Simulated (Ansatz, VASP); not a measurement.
# Two plane-wave programs on Ru

```
Ru
1.0
    -1.34723    1.34723    1.90533
     1.34723   -1.34723    1.90533
     1.34723    1.34723   -1.90533
Ru
1
Direct
  0.00000 0.00000 0.00000
```

Alike in both runs: functional PBE; k mesh 28 × 28 × 28; occupations gaussian, width 0.1 eV; no spin polarisation.

Ansatz relaxed the structure, and its values are those at the end. VASP's run is a single point on that final structure, the one shown.

|  | VASP | Ansatz |
| --- | --- | --- |
| version | VASP 6.6.1 | Ansatz 0.2.0 |
| potentials or method | VASP PAW PBE potentials, release 64 (Ru_pv), cutoff 520 eV | scalar-relativistic, plane waves, PAW |
| valence electrons in the cell | 14 | 16 |

```tsv
	VASP	Ansatz	Ansatz less VASP
gap on the k mesh at the Fermi level (eV)	none	none	-
pressure (GPa)	-0.2	0.0	+0.20
```

A gap of «none» marks a metal or a gap that the smearing closes. VASP's potentials hold 14 valence electrons a cell and Ansatz's 16, so a difference there can come from the potentials and not from the codes.
